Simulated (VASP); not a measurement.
# N in VASP: notebook

Runs on N. Level: PBE. Tasks: single point.

Program: VASP 6.6.1. These are calculated values, not measurements. Logs are shortened: lines on timing, memory, paths and dates and some standing lists are left out, and cuts for length are marked.

## Step 1: The cell of the first run

The cell holds a disordered packing, 12 atoms: a = 7.677 Å, b = 7.677 Å, c = 7.677 Å, α = 90.00°, β = 90.00°, γ = 90.00°.

## Step 2: Single point, PBE

INCAR

```
PREC = Accurate
ENCUT = 1000
EDIFF = 1E-6
ISMEAR = -1
SIGMA = 0.05
LREAL = F
LASPH = T
NELM = 120
ALGO = Normal
ISIF = 2
LWAVE = F
LCHARG = F
GGA = PE
NBANDS = 42
GGA_COMPAT = F
```

KPOINTS

```
Automatic mesh
0
Gamma
  1 1 1
```

POSCAR

```
N
1.0
    7.6766930000      0.0000000000      0.0000000000
    0.0000000000      7.6766930000      0.0000000000
    0.0000000000      0.0000000000      7.6766930000
N
12
Direct
    0.8234739273      0.7866214197      0.6237521847
    0.8879526556      0.7201074308      0.7334170180
    0.2646338682      0.5244995554      0.5942450408
    0.3767055479      0.5875185770      0.6581187798
    0.5619053825      0.8999031233      0.1962472844
    0.6170986433      0.9701896172      0.0838883967
    0.7230308032      0.2413066929      0.6897301563
    0.6520929994      0.2212632571      0.5665393906
    0.1027455252      0.8487514228      0.2665541978
    0.0962492530      0.9054904822      0.1348339738
    0.8703236793      0.4208551359      1.1428337923
    0.7399834150      0.4705468857      1.1088695848
```

Potentials or basis: VASP PAW PBE potentials, release 64 (N_h).

Started as:

```sh
$ cat potpaw_PBE.64/N_h/POTCAR > POTCAR
$ mpirun -np 1 vasp_gam > vasp.out
```

OUTCAR:

```text
PREC = Accurate
   ENCUT = 1000
   EDIFF = 1E-6
   ISMEAR = -1
   LREAL = F
   LASPH = T
   NELM = 120
   ISIF = 2
   GGA = PE

 ion  position               nearest neighbor table
   1  0.823  0.787  0.624-   2 1.10
   2  0.888  0.720  0.733-   1 1.10
   3  0.265  0.524  0.594-   4 1.10
   4  0.377  0.588  0.658-   3 1.10
   5  0.562  0.900  0.196-   6 1.10
   6  0.617  0.970  0.084-   5 1.10
   7  0.723  0.241  0.690-   8 1.10
   8  0.652  0.221  0.567-   7 1.10
   9  0.103  0.849  0.267-  10 1.10
  10  0.096  0.905  0.135-   9 1.10
  11  0.870  0.421  0.143-  12 1.10
  12  0.740  0.471  0.109-  11 1.10

  LATTYP: Found a simple cubic cell.
 ALAT       =     7.6766930000

  Lattice vectors:

 A1 = (   7.6766930000,   0.0000000000,   0.0000000000)
 A2 = (   0.0000000000,   7.6766930000,   0.0000000000)
 A3 = (   0.0000000000,   0.0000000000,   7.6766930000)

Analysis of symmetry for initial positions (statically):
=====================================================================
 Subroutine PRICEL returns:
 Original cell was already a primitive cell.

 Routine SETGRP: Setting up the symmetry group for a
 simple cubic supercell.

 Subroutine GETGRP returns: Found  1 space group operations
 (whereof  1 operations were pure point group operations)
 out of a pool of 48 trial point group operations.

The static configuration has the point symmetry C_1 .

Analysis of symmetry for dynamics (positions and initial velocities):
=====================================================================
 Subroutine PRICEL returns:
 Original cell was already a primitive cell.

 Routine SETGRP: Setting up the symmetry group for a
 simple cubic supercell.

 Subroutine GETGRP returns: Found  1 space group operations
 (whereof  1 operations were pure point group operations)
 out of a pool of 48 trial point group operations.

The dynamic configuration has the point symmetry C_1 .

 Subroutine INISYM returns: Found  1 space group operations
 (whereof  1 operations are pure point group operations),
 and found     1 'primitive' translations

----------------------------------------------------------------------------------------

                                     Primitive cell

  volume of cell :     452.3999

  direct lattice vectors                    reciprocal lattice vectors
     7.676693000  0.000000000  0.000000000     0.130264425  0.000000000  0.000000000
     0.000000000  7.676693000  0.000000000     0.000000000  0.130264425  0.000000000
     0.000000000  0.000000000  7.676693000     0.000000000  0.000000000  0.130264425

  length of vectors
     7.676693000  7.676693000  7.676693000     0.130264425  0.130264425  0.130264425

  position of ions in fractional coordinates (direct lattice)
     0.823473927  0.786621420  0.623752185
     0.887952656  0.720107431  0.733417018
     0.264633868  0.524499555  0.594245041
     0.376705548  0.587518577  0.658118780
     0.561905383  0.899903123  0.196247284
     0.617098643  0.970189617  0.083888397
     0.723030803  0.241306693  0.689730156
     0.652092999  0.221263257  0.566539391
     0.102745525  0.848751423  0.266554198
     0.096249253  0.905490482  0.134833974
     0.870323679  0.420855136  0.142833792
     0.739983415  0.470546886  0.108869585

  ion indices of the primitive-cell ions
   primitive index   ion index
                 1           1
                 2           2
                 3           3
                 4           4
                 5           5
                 6           6
                 7           7
                 8           8
                 9           9
                10          10
                11          11
                12          12

----------------------------------------------------------------------------------------

 KPOINTS: Automatic mesh

Automatic generation of k-mesh.
 Grid dimensions read from file:
 generate k-points for:    1    1    1

 Generating k-lattice:

  Cartesian coordinates                     Fractional coordinates (reciprocal lattice)
     0.130264425  0.000000000  0.000000000     1.000000000  0.000000000  0.000000000
     0.000000000  0.130264425  0.000000000     0.000000000  1.000000000  0.000000000
     0.000000000  0.000000000  0.130264425     0.000000000  0.000000000  1.000000000

  Length of vectors
     0.130264425  0.130264425  0.130264425

  Shift w.r.t. Gamma in fractional coordinates (k-lattice)
     0.000000000  0.000000000  0.000000000

 Subroutine IBZKPT returns following result:
 ===========================================

 Found      1 irreducible k-points:

 Following reciprocal coordinates:
            Coordinates               Weight
  0.000000  0.000000  0.000000      1.000000
   k-points           NKPTS =      1   k-points in BZ     NKDIM =      1   number of bands    NBANDS=     42
   number of dos      NEDOS =    301   number of ions     NIONS =     12
   total plane-waves  NPLWV = 512000
   dimension x,y,z NGX =    80 NGY =   80 NGZ =   80
   dimension x,y,z NGXF=   160 NGYF=  160 NGZF=  160
   ions per type =              12
   NGX,Y,Z   is equivalent  to a cutoff of  17.32, 17.32, 17.32 a.u.
   NGXF,Y,Z  is equivalent  to a cutoff of  34.65, 34.65, 34.65 a.u.
 SYSTEM =  unknown system
   PREC   = accura    normal or accurate (medium, high low for compatibility)
   ISTART =      0    job   : 0-new  1-cont  2-samecut
   ICHARG =      2    charge: 1-file 2-atom 10-const
   ISPIN  =      1    spin polarized calculation?
   LNONCOLLINEAR =      F non collinear calculations
   LSORBIT =      F    spin-orbit coupling
   LASPH  =      T    aspherical Exc in radial PAW
   ENCUT  = 1000.0 eV  73.50 Ry    8.57 a.u.  19.79 19.79 19.79*2*pi/ulx,y,z
   NELM   =    120;   NELMIN=  2; NELMDL= -5     # of ELM steps
   EDIFF  = 0.1E-05   stopping-criterion for ELM
   LREAL  =      F    real-space projection
   EDIFFG = 0.1E-04   stopping-criterion for IOM
   NSW    =      0    number of steps for IOM
   IBRION =     -1    ionic relax: 0-MD 1-quasi-New 2-CG
   NFREE  =      0    steps in history (QN), initial steepest desc. (CG)
   ISIF   =      2    stress and relaxation
   ISYM   =      2    0-nonsym 1-usesym 2-fastsym
   POTIM  = 0.5000    time-step for ionic-motion
   TEBEG  =    0.0;   TEEND  =   0.0 temperature during run
   PSTRESS=    0.0 pullay stress
   NELECT =      60.0000    total number of electrons
   NUPDOWN=      -1.0000    fix difference up-down
   EMIN   =  10.00;   EMAX   =-10.00  energy-range for DOS
   EFERMI =   0.00;   METHOD = LEGACY
   ISMEAR =    -1;   SIGMA  =   0.05  broadening in eV -4-tet -1-fermi 0-gaus
   EFERMI_NEDOS =   21; number of points for ismear=-14 and -15
   IALGO  =     38    algorithm
   IMIX   =      4    mixing-type and parameters
     AMIX     =   0.40;   BMIX     =  1.00
     AMIX_MAG =   1.60;   BMIX_MAG =  1.00
  volume/ion in A,a.u.               =      37.70       254.41
  Fermi-wavevector in a.u.,A,eV,Ry     =   0.834868  1.577671  9.483320  0.697004
  Thomas-Fermi vector in A             =   1.948331
   LORBIT       =      0    0 simple, 1 ext, 2 COOP (PROOUT), +10 PAW based schemes
   GGA     = PE    functional components
   LHFCALC =     F    Hartree Fock is set to
   AEXX    =    0.0000 exact exchange contribution
   IVDW    =     0    specifies the selected vdW correction
   LEPSILON=     F    determine dielectric tensor
   LRPA    =     F    only Hartree local field effects (RPA)
 non-spin polarized calculation
  energy-cutoff  :     1000.00
  volume of cell :      452.40
 maximum number of plane-waves:     16212
 NGX is ok and might be reduce to    80
   NGX = 39   NGY = 39   NGZ = 39

 number of electron      60.0000001 magnetization

 Free energy of the ion-electron system (eV)
  ---------------------------------------------------
  ext. energy  EPLUGINS =         0.00000000
  ---------------------------------------------------
  free energy    TOTEN  =      -101.02319108 eV

  energy without entropy =     -101.02319108  energy(sigma->0) =     -101.02319108

 E-fermi :  -6.6026     XC(G=0):  -4.7216

 val. band max:       -7.8649368771   @ k =   0.0000   0.0000   0.0000
 cond. band min:      -0.0337645191   @ k =   0.0000   0.0000   0.0000
 fundamental gap:      7.8311723580
 Fermi energy:        -6.6025811303

 k-point     1 :       0.0000    0.0000    0.0000
  band No.  band energies     occupation
      1     -25.9825      2.00000
      2     -25.9773      2.00000
      3     -25.9606      2.00000
      4     -25.9442      2.00000
      5     -25.9349      2.00000
      6     -25.9173      2.00000
[... 34 lines left out ...]
     41       0.4599      0.00000
     42       0.5289      0.00000

------------------------ aborting loop because EDIFF is reached ----------------------------------------

  FORCE on cell =-STRESS in cart. coord.  units (eV):
  Direction    XX          YY          ZZ          XY          YZ          ZX
  --------------------------------------------------------------------------------------
  -------------------------------------------------------------------------------------
  Total        0.2563914      0.0686027      0.1429071     -0.0606529     -0.0857265      0.0616489
  in kB        0.9080118      0.2429570      0.5061063     -0.2148027     -0.3036011      0.2183300
  external PRESSURE =       0.5523584 kB  Pullay stress =       0.0000000 kB

 VOLUME and BASIS-vectors are now :
 -----------------------------------------------------------------------------
  energy-cutoff  :     1000.00
  volume of cell :      452.40
      direct lattice vectors                 reciprocal lattice vectors
     7.676693000  0.000000000  0.000000000     0.130264425  0.000000000  0.000000000
     0.000000000  7.676693000  0.000000000     0.000000000  0.130264425  0.000000000
     0.000000000  0.000000000  7.676693000     0.000000000  0.000000000  0.130264425

 POSITION                                       TOTAL-FORCE (eV/Angst)
 -----------------------------------------------------------------------------------
      6.32156      6.03865      4.78835        -0.035830      0.033310     -0.052777
      6.81654      5.52804      5.63022         0.027242     -0.036314      0.060161
      2.03151      4.02642      4.56184        -0.052701     -0.029437     -0.030084
      2.89185      4.51020      5.05218         0.052808      0.034911      0.027541
      4.31358      6.90828      1.50653        -0.026796     -0.031637      0.047289
      4.73728      7.44785      0.64399         0.027620      0.036271     -0.050310
      5.55049      1.85244      5.29485         0.042323      0.012665      0.055169
      5.00592      1.69857      4.34915        -0.032254     -0.007539     -0.066177
      0.78875      6.51560      2.04625         0.001202     -0.025991      0.057865
      0.73888      6.95117      1.03508        -0.005132      0.026482     -0.057931
      6.68121      3.23078      1.09649         0.064356     -0.031290      0.022984
      5.68063      3.61224      0.83576        -0.062839      0.018569     -0.013731
 -----------------------------------------------------------------------------------
    total drift:                                0.000182     -0.000128     -0.000729

  FREE ENERGIE OF THE ION-ELECTRON SYSTEM (eV)
  ---------------------------------------------------
  free  energy   TOTEN  =      -101.0231910778 eV

  energy  without entropy=     -101.0231910778  energy(sigma->0) =     -101.02319108
```

Run time: 1.7 min. Hardware: 1 thread of Intel Xeon Platinum 8488C (Sapphire Rapids), shared host; peak memory 0.83 GiB.

Results:

| Property | Result |
| --- | --- |
| Free energy | -101.0232 eV |
| Pressure | 0.1 GPa |
| Largest force | 0.075 eV/Å |

Forces on the atoms (eV/Å):
```
N   -0.036  0.033 -0.053
N    0.027 -0.036  0.060
N   -0.053 -0.029 -0.030
N    0.053  0.035  0.028
N   -0.027 -0.032  0.047
N    0.028  0.036 -0.050
N    0.042  0.013  0.055
N   -0.032 -0.008 -0.066
N    0.001 -0.026  0.058
N   -0.005  0.026 -0.058
N    0.064 -0.031  0.023
N   -0.063  0.019 -0.014
```

Caveat: the k points lie up to 0.82 Å⁻¹ apart, too coarse for converged energies, forces and pressures.

## Step 3: Single point, PBE

INCAR

```
PREC = Accurate
ENCUT = 1000
EDIFF = 1E-6
ISMEAR = -1
SIGMA = 0.05
LREAL = False
LASPH = True
NELM = 120
ALGO = Normal
ISIF = 2
LWAVE = False
LCHARG = True
GGA = PE
LELF = True
LVHAR = True
NBANDS = 42
GGA_COMPAT = False
```

KPOINTS

```
regular mesh
0
Gamma
  1 1 1
```

POSCAR

```
N
1.0
    7.6766930000      0.0000000000      0.0000000000
    0.0000000000      7.6766930000      0.0000000000
    0.0000000000      0.0000000000      7.6766930000
N
12
Direct
    0.8636010324      0.7482388575      0.6009879515
    0.8222029981      0.7235407225      0.7361242660
    0.3158000457      0.5635239028      0.5787127348
    0.3904024819      0.5766415304      0.6986862702
    0.4716353774      0.8913213020      0.1553403269
    0.4823691660      0.9813470462      0.0462699238
    0.7126115373      0.2525957466      0.6967192774
    0.6992464073      0.1955399285      0.5644357538
    0.0453971521      0.8771615590      0.2164864480
   -0.0052496563      0.9205917183      0.0880587513
    0.8896929967      0.4601069758      1.1347724860
    0.7655379732      0.3864163905      1.1187890411
```

Potentials or basis: VASP PAW PBE potentials, release 64 (N_h).

Started as:

```sh
$ cat potpaw_PBE.64/N_h/POTCAR > POTCAR
$ mpirun -np 1 vasp_gam > vasp.out
```

Run time: 62 s. Hardware: 1 thread of Intel Xeon Platinum 8488C (Sapphire Rapids), shared host; peak memory 0.86 GiB.

The run converged. Its results:

* Free energy: -100.9313 eV
* Pressure: 0.1 GPa
* Largest force: 2.064 eV/Å

Forces on the atoms (eV/Å):
```
N    0.036  0.032 -0.149
N   -0.048 -0.046  0.156
N   -1.076 -0.197 -1.712
N    1.050  0.206  1.708
N   -0.111 -1.298  1.584
N    0.163  1.298 -1.597
N   -0.088 -0.441 -1.039
N    0.097  0.425  1.016
N   -0.410  0.365 -1.049
N    0.399 -0.327  1.060
N   -1.448 -0.878 -0.197
N    1.437  0.861  0.219
```

Stress tensor (GPa, compression positive):
```
-0.23 -0.16  0.04
-0.16  0.08 -0.40
 0.04 -0.40  0.38
```

Levels at points of the mesh, in eV from the Fermi level:
| k point | band 28 | band 29 | band 30 | band 31 | band 32 | band 33 |
| --- | --- | --- | --- | --- | --- | --- |
| (0.00, 0.00, 0.00) | -1.49 | -1.38 | -1.28 | 6.29 | 6.39 | 6.49 |

Caveat: the k points lie up to 0.82 Å⁻¹ apart, too coarse for converged energies, forces and pressures.

## Step 4: Single point, PBE

INCAR

```
PREC = Accurate ; ENCUT = 1000
EDIFF = 1E-6 ; ISMEAR = -1
SIGMA = 0.05 ; LREAL = False
LASPH = True ; NELM = 120
ALGO = Normal ; ISIF = 2
LWAVE = False ; LCHARG = False
GGA = PE ; NBANDS = 42
GGA_COMPAT = False
```

KPOINTS

```
Automatic mesh
0
Gamma
  1 1 1
```

POSCAR

```
N
1.0
    7.6766930000      0.0000000000      0.0000000000
    0.0000000000      7.6766930000      0.0000000000
    0.0000000000      0.0000000000      7.6766930000
N
12
Direct
    0.8420943758      0.7324898885      0.6016783529
    0.7796977162      0.6987514025      0.7291030135
    0.2275328713      0.4923213681      0.6559725653
    0.3045712522      0.5953735547      0.7169232898
    0.4608364565      0.8386293421      0.1434081055
    0.4888042286      0.9356633123      0.0396785439
    0.7812087835      0.3017184613      0.6208141969
    0.7434190738      0.1856919379      0.5466155804
    0.1253404298      0.8999969127      0.3343757527
    0.0117368247      0.9113168913      0.2475805663
    0.8453119071      0.5286130369      1.0863662257
    0.7988335602      0.4271761291      1.1750632727
```

Started as:

```sh
$ cat potpaw_PBE.64/N_h/POTCAR > POTCAR
$ mpirun -np 1 vasp_gam > vasp.out
```

It took 57 s on 1 thread of Intel Xeon 6975P-C (Granite Rapids), shared host; peak memory 0.82 GiB.

Results (log left out):

```
Free energy   : -100.8961 eV
Pressure      : 0.2 GPa
Largest force : 2.345 eV/Å
```

Forces on the atoms (eV/Å):
```
N   -1.005 -0.529  2.052
N    0.919  0.628 -2.062
N   -0.754 -1.039 -0.615
N    0.773  1.027  0.614
N    0.328  0.783 -0.920
N   -0.220 -0.794  0.865
N    0.225  0.653  0.467
N   -0.243 -0.756 -0.451
N    0.117  0.016  0.166
N   -0.170  0.048 -0.168
N    0.457  0.845 -0.701
N   -0.428 -0.883  0.754
```

Stress tensor (GPa, compression positive):
```
 0.24  0.25  0.45
 0.25  0.66  0.46
 0.45  0.46 -0.36
```

Levels at points of the mesh, in eV from the Fermi level:
| k point | band 28 | band 29 | band 30 | band 31 | band 32 | band 33 |
| --- | --- | --- | --- | --- | --- | --- |
| (0.00, 0.00, 0.00) | -1.43 | -1.31 | -1.23 | 6.39 | 6.45 | 6.49 |

Caveat: the k points lie up to 0.82 Å⁻¹ apart, too coarse for converged energies, forces and pressures.

## Step 5: Summary

| cell | pressure (GPa) | largest force (eV/Å) |
| --- | --- | --- |
| as given, atomic positions A | 0.1 | 0.08 |
| as given, atomic positions B | 0.1 | 2.06 |
| as given, atomic positions C | 0.2 | 2.35 |

Alike in all rows: task single point; level PBE; potentials or basis VASP PAW PBE potentials, release 64 (N_h); no spin polarisation; k mesh 1 × 1 × 1; cutoff (eV) 1000; smearing fermi-dirac 0.05 eV.

Caveats: all runs use coarse meshes.

Total energies depend on the potentials used, so only differences within one code and one set of settings carry meaning.
